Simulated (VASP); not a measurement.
Input of a VASP 6.6.1 run:

INCAR

```
PREC = Accurate
ENCUT = 600
EDIFF = 1E-6
ISMEAR = 0
SIGMA = 0.1
LREAL = F
LASPH = T
NELM = 60
ALGO = Normal
ISIF = 3
LWAVE = F
LCHARG = F
GGA = PE
IBRION = 2
NSW = 100
EDIFFG = -0.01
```

Contents of KPOINTS:

```
regular mesh
0
Gamma
  8 8 8
```

File POSCAR:

```
La3N2
1.0
    4.8675973414      0.0000000000      0.0000000000
    0.0000000000      4.8675973414      0.0000000000
    0.0000000000      0.0000000000      4.8675973414
La N
3 2
Direct
    0.5000000000      0.0000000000      0.0000000000
    0.0000000000      0.5000000000      0.0000000000
    0.0000000000      0.0000000000      0.5000000000
    0.5000000000      0.5000000000      0.5000000000
    0.0000000000      0.0000000000      0.0000000000
```

Potentials or basis: VASP PAW PBE potentials, release 64 (La, N).

Command:

```bash
$ cat potpaw_PBE.64/La/POTCAR potpaw_PBE.64/N/POTCAR > POTCAR
$ mpirun -np 1 vasp_std > vasp.out
```

(1) What does it give for the space group after relaxing (to 0.05 Å)?

(2) Predict the relaxed volume.

(3) Predict the relaxed cell.

## Answers

(1) Pm-3m (No. 221).

(2) 23.02 Å³/atom.

(3) a = 4.864 Å, b = 4.864 Å, c = 4.864 Å, α = 90.00°, β = 90.00°, γ = 90.00°.
